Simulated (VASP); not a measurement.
# WS2 in VASP: single point with PBE+D3(BJ)

Aim: the single point of WS2 with PBE+D3(BJ).

Program: VASP 6.6.1. These are calculated values, not measurements. Logs are shortened: lines on timing, memory, paths and dates and some standing lists are left out, and cuts for length are marked.

## (1) The cell of the first run

The cell holds a slab with vacuum, 6 atoms: a = 3.160 Å, b = 3.160 Å, c = 23.804 Å, α = 90.00°, β = 90.00°, γ = 120.00°.

## (2) Single point, PBE+D3(BJ)

INCAR

```
PREC = Accurate ; ENCUT = 520
EDIFF = 1E-7 ; ISMEAR = 0
SIGMA = 0.05 ; LREAL = False
LASPH = True ; NELM = 80
ALGO = Normal ; ISIF = 2
LWAVE = False ; LCHARG = True
LDIPOL = True ; IDIPOL = 3
DIPOL = 0.5 0.5 0.391 ; GGA = PE
IVDW = 12 ; LELF = True
LVHAR = True ; LVACPOTAV = True
NBANDS = 35
```

KPOINTS

```
regular mesh
0
Gamma
  9 9 1
```

POSCAR

```
WS2
1.0
    3.1595457497      0.0000000000      0.0000000000
   -1.5797728749      2.7362468836      0.0000000000
    0.0000000000      0.0000000000     23.8042575719
S W
4 2
Direct
    0.3333333333      0.6666666667      0.1890418126
    0.3333333333      0.6666666667      0.3214605103
    0.3333333333      0.6666666667      0.4596710800
    0.3333333333      0.6666666667      0.5920897776
    0.6666666667      0.3333333333      0.2552511581
    0.6666666667      0.3333333333      0.5258804254
```

Potentials or basis: VASP PAW PBE potentials, release 64 (S, W_sv).

Launch:

```
> cat potpaw_PBE.64/S/POTCAR potpaw_PBE.64/W_sv/POTCAR > POTCAR
> mpirun -np 1 vasp_std > vasp.out
```

OUTCAR:

```text
PREC = Accurate
   ENCUT = 520
   EDIFF = 1E-7
   ISMEAR = 0
   LREAL = False
   LASPH = True
   NELM = 80
   ISIF = 2
   GGA = PE
   IVDW = 12
 IVDW          = 12

 ion  position               nearest neighbor table
   1  0.333  0.667  0.189-   5 2.41   5 2.41   5 2.41
   2  0.333  0.667  0.321-   5 2.41   5 2.41   5 2.41
   3  0.333  0.667  0.460-   6 2.41   6 2.41   6 2.41
   4  0.333  0.667  0.592-   6 2.41   6 2.41   6 2.41
   5  0.667  0.333  0.255-   1 2.41   1 2.41   1 2.41   2 2.41   2 2.41   2 2.41
   6  0.667  0.333  0.526-   3 2.41   3 2.41   3 2.41   4 2.41   4 2.41   4 2.41

  LATTYP: Found a hexagonal cell.
 ALAT       =     3.1595457497
 C/A-ratio  =     7.5340759266

  Lattice vectors:

 A1 = (   3.1595457497,   0.0000000000,   0.0000000000)
 A2 = (  -1.5797728749,   2.7362468836,   0.0000000000)
 A3 = (   0.0000000000,   0.0000000000,  23.8042575719)

Analysis of symmetry for initial positions (statically):
=====================================================================
 Subroutine PRICEL returns:
 Original cell was already a primitive cell.

 Routine SETGRP: Setting up the symmetry group for a
 hexagonal supercell.

 Subroutine GETGRP returns: Found 12 space group operations
 (whereof  6 operations were pure point group operations)
 out of a pool of 24 trial point group operations.

The static configuration has the point symmetry C_3v.
 The point group associated with its full space group is D_3h.

Analysis of symmetry for dynamics (positions and initial velocities):
=====================================================================
 Subroutine PRICEL returns:
 Original cell was already a primitive cell.

 Routine SETGRP: Setting up the symmetry group for a
 hexagonal supercell.

 Subroutine GETGRP returns: Found 12 space group operations
 (whereof  6 operations were pure point group operations)
 out of a pool of 24 trial point group operations.

The dynamic configuration has the point symmetry C_3v.
 The point group associated with its full space group is D_3h.

 Subroutine INISYM returns: Found 12 space group operations
 (whereof  6 operations are pure point group operations),
 and found     1 'primitive' translations

----------------------------------------------------------------------------------------

                                     Primitive cell

  volume of cell :     205.7949

  direct lattice vectors                    reciprocal lattice vectors
     3.159545750  0.000000000  0.000000000     0.316501193  0.182732049  0.000000000
    -1.579772875  2.736246884  0.000000000     0.000000000  0.365464098  0.000000000
     0.000000000  0.000000000 23.804257572     0.000000000  0.000000000  0.042009292

  length of vectors
     3.159545750  3.159545750 23.804257572     0.365464098  0.365464098  0.042009292

  position of ions in fractional coordinates (direct lattice)
     0.333333333  0.666666667  0.189041813
     0.333333333  0.666666667  0.321460510
     0.333333333  0.666666667  0.459671080
     0.333333333  0.666666667  0.592089778
     0.666666667  0.333333333  0.255251158
     0.666666667  0.333333333  0.525880425

  ion indices of the primitive-cell ions
   primitive index   ion index
                 1           1
                 2           2
                 3           3
                 4           4
                 5           5
                 6           6

----------------------------------------------------------------------------------------

 KPOINTS: regular mesh

Automatic generation of k-mesh.
 Grid dimensions read from file:
 generate k-points for:    9    9    1

 Generating k-lattice:

  Cartesian coordinates                     Fractional coordinates (reciprocal lattice)
     0.035166799  0.020303561  0.000000000     0.111111111 -0.000000000  0.000000000
     0.000000000  0.040607122  0.000000000     0.000000000  0.111111111  0.000000000
     0.000000000  0.000000000  0.042009292     0.000000000  0.000000000  1.000000000

  Length of vectors
     0.040607122  0.040607122  0.042009292

  Shift w.r.t. Gamma in fractional coordinates (k-lattice)
     0.000000000  0.000000000  0.000000000

 Subroutine IBZKPT returns following result:
 ===========================================

 Found     12 irreducible k-points:

 Following reciprocal coordinates:
            Coordinates               Weight
  0.000000  0.000000  0.000000      1.000000
  0.111111 -0.000000  0.000000      6.000000
  0.222222  0.000000  0.000000      6.000000
  0.333333 -0.000000  0.000000      6.000000
  0.444444  0.000000  0.000000      6.000000
  0.111111  0.111111  0.000000      6.000000
  0.222222  0.111111  0.000000     12.000000
  0.333333  0.111111  0.000000     12.000000
  0.444444  0.111111  0.000000      6.000000
  0.222222  0.222222  0.000000      6.000000
  0.333333  0.222222  0.000000     12.000000
  0.333333  0.333333  0.000000      2.000000
   k-points           NKPTS =     12   k-points in BZ     NKDIM =     12   number of bands    NBANDS=     35
   number of dos      NEDOS =    301   number of ions     NIONS =      6
   total plane-waves  NPLWV = 103680
   dimension x,y,z NGX =    24 NGY =   24 NGZ =  180
   dimension x,y,z NGXF=    48 NGYF=   48 NGZF=  360
   ions per type =               4   2
   NGX,Y,Z   is equivalent  to a cutoff of  12.63, 12.63, 12.57 a.u.
   NGXF,Y,Z  is equivalent  to a cutoff of  25.26, 25.26, 25.14 a.u.
 SYSTEM =  unknown system
   PREC   = accura    normal or accurate (medium, high low for compatibility)
   ISTART =      0    job   : 0-new  1-cont  2-samecut
   ICHARG =      2    charge: 1-file 2-atom 10-const
   ISPIN  =      1    spin polarized calculation?
   LNONCOLLINEAR =      F non collinear calculations
   LSORBIT =      F    spin-orbit coupling
   LASPH  =      T    aspherical Exc in radial PAW
   ENCUT  =  520.0 eV  38.22 Ry    6.18 a.u.   5.87  5.87 44.26*2*pi/ulx,y,z
   NELM   =     80;   NELMIN=  2; NELMDL= -5     # of ELM steps
   EDIFF  = 0.1E-06   stopping-criterion for ELM
   LREAL  =      F    real-space projection
   EDIFFG = 0.1E-05   stopping-criterion for IOM
   NSW    =      0    number of steps for IOM
   IBRION =     -1    ionic relax: 0-MD 1-quasi-New 2-CG
   NFREE  =      0    steps in history (QN), initial steepest desc. (CG)
   ISIF   =      2    stress and relaxation
   ISYM   =      2    0-nonsym 1-usesym 2-fastsym
   POTIM  = 0.5000    time-step for ionic-motion
   TEBEG  =    0.0;   TEEND  =   0.0 temperature during run
   PSTRESS=    0.0 pullay stress
   NELECT =      52.0000    total number of electrons
   NUPDOWN=      -1.0000    fix difference up-down
   EMIN   =  10.00;   EMAX   =-10.00  energy-range for DOS
   EFERMI =   0.00;   METHOD = LEGACY
   ISMEAR =     0;   SIGMA  =   0.05  broadening in eV -4-tet -1-fermi 0-gaus
   EFERMI_NEDOS =   21; number of points for ismear=-14 and -15
   IALGO  =     38    algorithm
   IMIX   =      4    mixing-type and parameters
     AMIX     =   0.40;   BMIX     =  1.00
     AMIX_MAG =   1.60;   BMIX_MAG =  1.00
  volume/ion in A,a.u.               =      34.30       231.46
  Fermi-wavevector in a.u.,A,eV,Ry     =   1.034978  1.955825 14.574279  1.071179
  Thomas-Fermi vector in A             =   2.169299
   LORBIT       =      0    0 simple, 1 ext, 2 COOP (PROOUT), +10 PAW based schemes
   GGA     = PE    functional components
   LHFCALC =     F    Hartree Fock is set to
   AEXX    =    0.0000 exact exchange contribution
   IVDW    =    12    specifies the selected vdW correction
   LEPSILON=     F    determine dielectric tensor
   LRPA    =     F    only Hartree local field effects (RPA)
 non-spin polarized calculation
 Gauss-broadening in eV      SIGMA  =   0.05
  energy-cutoff  :      520.00
  volume of cell :      205.79
 maximum number of plane-waves:      5566
 NGX is ok and might be reduce to    24
   NGX = 11   NGY = 11   NGZ = 89

 dipolmoment           0.000000      0.000000      0.000055 electrons x Angstroem

 number of electron      51.9999994 magnetization

 dipolmoment           0.000000      0.000000     -0.000003 electrons x Angstroem

 Free energy of the ion-electron system (eV)
  ---------------------------------------------------
  ext. energy  EPLUGINS =         0.00000000
  ---------------------------------------------------
  free energy    TOTEN  =       -47.23538952 eV

  energy without entropy =      -47.23538952  energy(sigma->0) =      -47.23538952

 E-fermi :   1.4664     XC(G=0):  -6.1318

 val. band max:        1.1146142888   @ k =   0.0000   0.0000   0.0000
 cond. band min:       2.7060957732   @ k =   0.2222   0.1111   0.0000
 fundamental gap:      1.5914814844
 Fermi energy:         1.4664189221

 k-point     1 :       0.0000    0.0000    0.0000
  band No.  band energies     occupation
      1     -73.1868      2.00000
      2     -73.1868      2.00000
      3     -37.4411      2.00000
      4     -37.4410      2.00000
      5     -37.2633      2.00000
      6     -37.2633      2.00000
[... 27 lines left out ...]
     34       3.9247      0.00000
     35       5.8727      0.00000

 k-point     2 :       0.1111   -0.0000    0.0000
  band No.  band energies     occupation
      1     -73.1846      2.00000
      2     -73.1846      2.00000
      3     -37.4334      2.00000
      4     -37.4333      2.00000
      5     -37.3060      2.00000
      6     -37.3060      2.00000
[... 27 lines left out ...]
     34       4.1458      0.00000
     35       6.2364      0.00000

 k-point     3 :       0.2222    0.0000    0.0000
  band No.  band energies     occupation
      1     -73.1791      2.00000
      2     -73.1791      2.00000
      3     -37.4138      2.00000
      4     -37.4138      2.00000
      5     -37.4129      2.00000
      6     -37.4129      2.00000
[... 27 lines left out ...]
     34       4.8502      0.00000
     35       6.9395      0.00000

 k-point     4 :       0.3333   -0.0000    0.0000
  band No.  band energies     occupation
      1     -73.1729      2.00000
      2     -73.1729      2.00000
      3     -37.5322      2.00000
      4     -37.5321      2.00000
      5     -37.3915      2.00000
      6     -37.3915      2.00000
[... 27 lines left out ...]
     34       5.3825      0.00000
     35       7.2995      0.00000

 k-point     5 :       0.4444    0.0000    0.0000
  band No.  band energies     occupation
      1     -73.1688      2.00000
      2     -73.1688      2.00000
      3     -37.6087      2.00000
      4     -37.6087      2.00000
      5     -37.3769      2.00000
      6     -37.3769      2.00000
[... 27 lines left out ...]
     34       5.6146      0.00000
     35       6.0250      0.00000

 k-point     6 :       0.1111    0.1111    0.0000
  band No.  band energies     occupation
      1     -73.1808      2.00000
      2     -73.1808      2.00000
      3     -37.4197      2.00000
      4     -37.4197      2.00000
      5     -37.3770      2.00000
      6     -37.3770      2.00000
[... 27 lines left out ...]
     34       4.8082      0.00000
     35       6.7411      0.00000

 k-point     7 :       0.2222    0.1111    0.0000
  band No.  band energies     occupation
      1     -73.1749      2.00000
      2     -73.1749      2.00000
      3     -37.4813      2.00000
      4     -37.4812      2.00000
      5     -37.3988      2.00000
      6     -37.3988      2.00000
[... 27 lines left out ...]
     34       5.4902      0.00000
     35       7.6023      0.00000

 k-point     8 :       0.3333    0.1111    0.0000
  band No.  band energies     occupation
      1     -73.1698      2.00000
      2     -73.1697      2.00000
      3     -37.5709      2.00000
      4     -37.5709      2.00000
      5     -37.3803      2.00000
      6     -37.3803      2.00000
[... 27 lines left out ...]
     34       5.6694      0.00000
     35       6.9423      0.00000

 k-point     9 :       0.4444    0.1111    0.0000
  band No.  band energies     occupation
      1     -73.1677      2.00000
      2     -73.1677      2.00000
      3     -37.6059      2.00000
      4     -37.6059      2.00000
      5     -37.3739      2.00000
      6     -37.3738      2.00000
[... 27 lines left out ...]
     34       5.4462      0.00000
     35       5.9719      0.00000

 k-point    10 :       0.2222    0.2222    0.0000
  band No.  band energies     occupation
      1     -73.1702      2.00000
      2     -73.1701      2.00000
      3     -37.5388      2.00000
      4     -37.5388      2.00000
      5     -37.3856      2.00000
      6     -37.3856      2.00000
[... 27 lines left out ...]
     34       5.9879      0.00000
     35       7.7308      0.00000

 k-point    11 :       0.3333    0.2222    0.0000
  band No.  band energies     occupation
      1     -73.1670      2.00000
      2     -73.1670      2.00000
      3     -37.5663      2.00000
      4     -37.5663      2.00000
      5     -37.4316      2.00000
      6     -37.4316      2.00000
[... 27 lines left out ...]
     34       6.2134      0.00000
     35       6.7436      0.00000

 k-point    12 :       0.3333    0.3333    0.0000
  band No.  band energies     occupation
      1     -73.1659      2.00000
      2     -73.1659      2.00000
      3     -37.5291      2.00000
      4     -37.5291      2.00000
      5     -37.4949      2.00000
      6     -37.4948      2.00000
[... 27 lines left out ...]
     34       6.6366      0.00000
     35       6.9403      0.00000

------------------------ aborting loop because EDIFF is reached ----------------------------------------

 Edisp (eV)   -2.14063

 E8    (eV) :    -0.9290

  FORCE on cell =-STRESS in cart. coord.  units (eV):
  Direction    XX          YY          ZZ          XY          YZ          ZX
  --------------------------------------------------------------------------------------
  -------------------------------------------------------------------------------------
  Total      -0.23438    -0.23438     0.35253     0.00000     0.00000     0.00000
  in kB      -1.82475    -1.82475     2.74459     0.00000     0.00000     0.00000
  external pressure =       -0.30 kB  Pullay stress =        0.00 kB

 VOLUME and BASIS-vectors are now :
 -----------------------------------------------------------------------------
  energy-cutoff  :      520.00
  volume of cell :      205.79
      direct lattice vectors                 reciprocal lattice vectors
     3.159545750  0.000000000  0.000000000     0.316501193  0.182732049  0.000000000
    -1.579772875  2.736246884  0.000000000     0.000000000  0.365464098  0.000000000
     0.000000000  0.000000000 23.804257572     0.000000000  0.000000000  0.042009292

 POSITION                                       TOTAL-FORCE (eV/Angst)
 -----------------------------------------------------------------------------------
     -0.00000      1.82416      4.50000         0.000000      0.000000      0.000163
     -0.00000      1.82416      7.65213         0.000000     -0.000000     -0.165539
     -0.00000      1.82416     10.94213         0.000000     -0.000000      0.165539
     -0.00000      1.82416     14.09426         0.000000      0.000000     -0.000163
      1.57977      0.91208      6.07606        -0.000000     -0.000000      0.017263
      1.57977      0.91208     12.51819        -0.000000      0.000000     -0.017263
 -----------------------------------------------------------------------------------
    total drift:                                0.000000     -0.000000     -0.000344

  FREE ENERGIE OF THE ION-ELECTRON SYSTEM (eV)
  ---------------------------------------------------
  free  energy   TOTEN  =       -49.3760174409 eV

  energy  without entropy=      -49.3760174409  energy(sigma->0) =      -49.37601744

 vacuum level on the upper side and lower side of the slab         6.479         6.479
```

Run time: 79 s. Hardware: 1 thread of AMD EPYC 9R45 (Zen 5), shared host; peak memory 0.3 GiB.

Results:

```yaml
Free_energy: -49.3760 eV
Largest_force: 0.166 eV/Å
Band_gap_on_the_k_mesh: 1.59 eV (least direct gap 1.89 eV)
Dispersion_energy_per_atom: -0.357 eV
```

Forces on the atoms (eV/Å):
```
S    0.000  0.000  0.000
S    0.000  0.000 -0.166
S    0.000  0.000  0.166
S    0.000  0.000  0.000
W    0.000  0.000  0.017
W    0.000  0.000 -0.017
```

Caveat: spin-orbit coupling is left out, which moves the levels of the heavy elements.
